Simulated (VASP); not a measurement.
# InBiO (P4/mmm) in VASP: single point with PBE

Aim: the single point of InBiO with PBE.

All numbers are computed with VASP 6.6.1; they aren't measurements. Logs are shortened: lines on timing, memory, paths and dates and some standing lists are left out, and cuts for length are marked.

### Step 1. The cell of the first run

Symmetry: P4/mmm, No. 123, tetragonal system. The conventional cell has a = 3.532 Å, b = 3.532 Å, c = 5.124 Å, α = 90.00°, β = 90.00°, γ = 90.00°. In (site symmetry 4/mmm) has 4 O at 2.50 Å within 3.3 Å. Bi (site symmetry 4/mmm) has 2 O at 2.56 Å and 4 Bi at 3.53 Å and 8 In at 3.58 Å within 3.6 Å. O (site symmetry 4/mmm) has 4 In at 2.50 Å and 2 Bi at 2.56 Å within 3.3 Å.

### Step 2. Single point, PBE

File POSCAR:

```
InBiO
1.0
    3.5316237387      0.0000000000      0.0000000000
    0.0000000000      3.5316237387      0.0000000000
    0.0000000000      0.0000000000      5.1235059209
In Bi O
1 1 1
Direct
    0.0000000000      0.0000000000      0.5000000000
    0.5000000000      0.5000000000      0.0000000000
    0.5000000000      0.5000000000      0.5000000000
```

File INCAR.step1:

```
PREC = Accurate ; ENCUT = 520
EDIFF = 1E-6 ; ISMEAR = 0
SIGMA = 0.1 ; LREAL = False
LASPH = True ; NELM = 120
ALGO = Normal ; ISIF = 2
LWAVE = False ; LCHARG = True
GGA = PE ; NBANDS = 24
GGA_COMPAT = False ; NEDOS = 2001
LORBIT = 11
```

File KPOINTS.step1:

```
Automatic mesh
0
Gamma
  14 14 10
```

File INCAR.step2:

```
PREC = Accurate ; ENCUT = 520
EDIFF = 1E-6 ; ISMEAR = -5
SIGMA = 0.1 ; LREAL = False
LASPH = True ; NELM = 120
ALGO = Normal ; ISIF = 2
LWAVE = False ; LCHARG = False
GGA = PE ; LORBIT = 11
NBANDS = 24 ; NEDOS = 2001
ICHARG = 11 ; GGA_COMPAT = False
```

File KPOINTS.step2:

```
Automatic mesh
0
Gamma
  21 21 15
```

Potentials or basis: VASP PAW PBE potentials, release 64 (In_d, Bi_d, O).

On the command line:

```bash
> cat potpaw_PBE.64/In_d/POTCAR potpaw_PBE.64/Bi_d/POTCAR potpaw_PBE.64/O/POTCAR > POTCAR
> cp INCAR.step1 INCAR
> cp KPOINTS.step1 KPOINTS
> mpirun -np 1 vasp_std > vasp.out
> cp INCAR.step2 INCAR
> cp KPOINTS.step2 KPOINTS
> mpirun -np 1 vasp_std > vasp.out
```

OUTCAR:

```text
PREC = Accurate
   ENCUT = 520
   EDIFF = 1E-6
   ISMEAR = -5
   LREAL = False
   LASPH = True
   NELM = 120
   ISIF = 2
   GGA = PE
   LORBIT = 11
   ICHARG = 11

 ion  position               nearest neighbor table
   1  0.000  0.000  0.500-   3 2.50   3 2.50   3 2.50   3 2.50   2 3.58   2 3.58   2 3.58   2 3.58
                             2 3.58   2 3.58   2 3.58   2 3.58
   2  0.500  0.500  0.000-   3 2.56   3 2.56   1 3.58   1 3.58   1 3.58   1 3.58   1 3.58   1 3.58
                             1 3.58   1 3.58
   3  0.500  0.500  0.500-   1 2.50   1 2.50   1 2.50   1 2.50   2 2.56   2 2.56

  LATTYP: Found a simple tetragonal cell.
 ALAT       =     3.5316237387
 C/A-ratio  =     1.4507507877

  Lattice vectors:

 A1 = (   3.5316237387,   0.0000000000,   0.0000000000)
 A2 = (   0.0000000000,   3.5316237387,   0.0000000000)
 A3 = (   0.0000000000,   0.0000000000,   5.1235059209)

Analysis of symmetry for initial positions (statically):
=====================================================================
 Subroutine PRICEL returns:
 Original cell was already a primitive cell.

 Routine SETGRP: Setting up the symmetry group for a
 simple tetragonal supercell.

 Subroutine GETGRP returns: Found 16 space group operations
 (whereof 16 operations were pure point group operations)
 out of a pool of 16 trial point group operations.

The static configuration has the point symmetry D_4h.

Analysis of symmetry for dynamics (positions and initial velocities):
=====================================================================
 Subroutine PRICEL returns:
 Original cell was already a primitive cell.

 Routine SETGRP: Setting up the symmetry group for a
 simple tetragonal supercell.

 Subroutine GETGRP returns: Found 16 space group operations
 (whereof 16 operations were pure point group operations)
 out of a pool of 16 trial point group operations.

The dynamic configuration has the point symmetry D_4h.

 Subroutine INISYM returns: Found 16 space group operations
 (whereof 16 operations are pure point group operations),
 and found     1 'primitive' translations

----------------------------------------------------------------------------------------

                                     Primitive cell

  volume of cell :      63.9022

  direct lattice vectors                    reciprocal lattice vectors
     3.531623739  0.000000000  0.000000000     0.283155872  0.000000000  0.000000000
     0.000000000  3.531623739  0.000000000     0.000000000  0.283155872  0.000000000
[... 98 lines left out ...]
   TEBEG  =    0.0;   TEEND  =   0.0 temperature during run
   PSTRESS=    0.0 pullay stress
   NELECT =      34.0000    total number of electrons
   NUPDOWN=      -1.0000    fix difference up-down
   EMIN   =  10.00;   EMAX   =-10.00  energy-range for DOS
   EFERMI =   0.00;   METHOD = LEGACY
   ISMEAR =    -5;   SIGMA  =   0.10  broadening in eV -4-tet -1-fermi 0-gaus
   EFERMI_NEDOS =   21; number of points for ismear=-14 and -15
   IALGO  =     38    algorithm
   IMIX   =      4    mixing-type and parameters
     AMIX     =   0.40;   BMIX     =  1.00
     AMIX_MAG =   1.60;   BMIX_MAG =  1.00
  volume/ion in A,a.u.               =      21.30       143.74
  Fermi-wavevector in a.u.,A,eV,Ry     =   1.326567  2.506848 23.943251  1.759779
  Thomas-Fermi vector in A             =   2.455944
   LORBIT       =     11    0 simple, 1 ext, 2 COOP (PROOUT), +10 PAW based schemes
   GGA     = PE    functional components
   LHFCALC =     F    Hartree Fock is set to
   AEXX    =    0.0000 exact exchange contribution
   IVDW    =     0    specifies the selected vdW correction
   LEPSILON=     F    determine dielectric tensor
   LRPA    =     F    only Hartree local field effects (RPA)
 non-spin polarized calculation
 Fermi weights with tetrahedron method with Bloechl corrections
  energy-cutoff  :      520.00
  volume of cell :       63.90
 maximum number of plane-waves:      1755
 NGX is ok and might be reduce to    28

 number of electron      34.0000014 magnetization

 Free energy of the ion-electron system (eV)
  ---------------------------------------------------
  ext. energy  EPLUGINS =         0.00000000
  ---------------------------------------------------
  free energy    TOTEN  =       -12.74506811 eV

  energy without entropy =      -12.74506811  energy(sigma->0) =      -12.74506811

 E-fermi :   7.3804     XC(G=0): -10.4558

 val. band max:        7.3889513091   @ k =   0.4286   0.1905   0.2667
 cond. band min:       7.3447184113   @ k =   0.2381   0.1905   0.3333
 fundamental gap:     -0.0442328978
 Fermi energy:         7.3803533327

 k-point     1 :       0.0000    0.0000    0.0000
  band No.  band energies     occupation
      1     -15.7997      2.00000
      2     -15.7208      2.00000
      3     -15.6936      2.00000
      4     -15.6936      2.00000
      5     -15.5812      2.00000
      6     -11.0178      2.00000
[... 637 lines left out ...]
     23      15.9376      0.00000
     24      15.9777      0.00000

 [... further k-points ...]

------------------------ aborting loop because EDIFF is reached ----------------------------------------

  FORCE on cell =-STRESS in cart. coord.  units (eV):
  Direction    XX          YY          ZZ          XY          YZ          ZX
  --------------------------------------------------------------------------------------
  -------------------------------------------------------------------------------------
  Total        0.0985752      0.0985752      0.0784126      0.0000000     -0.0000000      0.0000000
  in kB        2.4715080      2.4715080      1.9659849      0.0000000     -0.0000000      0.0000000
  external PRESSURE =       2.3030003 kB  Pullay stress =       0.0000000 kB

 VOLUME and BASIS-vectors are now :
 -----------------------------------------------------------------------------
  energy-cutoff  :      520.00
  volume of cell :       63.90
      direct lattice vectors                 reciprocal lattice vectors
     3.531623739  0.000000000  0.000000000     0.283155872  0.000000000  0.000000000
     0.000000000  3.531623739  0.000000000     0.000000000  0.283155872  0.000000000
     0.000000000  0.000000000  5.123505921     0.000000000  0.000000000  0.195178851

 POSITION                                       TOTAL-FORCE (eV/Angst)
 -----------------------------------------------------------------------------------
      0.00000      0.00000      2.56175         0.000000      0.000000      0.000000
      1.76581      1.76581      0.00000         0.000000      0.000000      0.000000
      1.76581      1.76581      2.56175         0.000000      0.000000      0.000000
 -----------------------------------------------------------------------------------
    total drift:                               -0.000000      0.000000      0.000000

  FREE ENERGIE OF THE ION-ELECTRON SYSTEM (eV)
  ---------------------------------------------------
  free  energy   TOTEN  =       -12.7450681054 eV

  energy  without entropy=      -12.7450681054  energy(sigma->0) =      -12.74506811

 total charge

# of ion       s       p       d       tot
------------------------------------------
    1        0.979   0.358   9.897  11.235
    2        1.581   1.146   9.931  12.658
    3        1.605   3.281   0.000   4.886
--------------------------------------------------
tot          4.166   4.785  19.828  28.779
```

It took 21 min on 1 thread of Intel Xeon 8259CL, shared host; peak memory 0.85 GiB.

Results:

| Property | Result |
| --- | --- |
| Valence electrons inside the program's atomic spheres | In 11.23; Bi 12.66; O 4.89 |

Levels at points of the mesh, in eV from the Fermi level:
```tsv
k point	band 15	band 16	band 17	band 18	band 19	band 20
(0.00, 0.00, 0.00)	-3.69	-3.37	0.76	2.50	2.50	6.04
```

Caveat: spin-orbit coupling is left out, which moves the levels of the heavy elements; tetrahedron occupations give inexact forces and stress in metals.
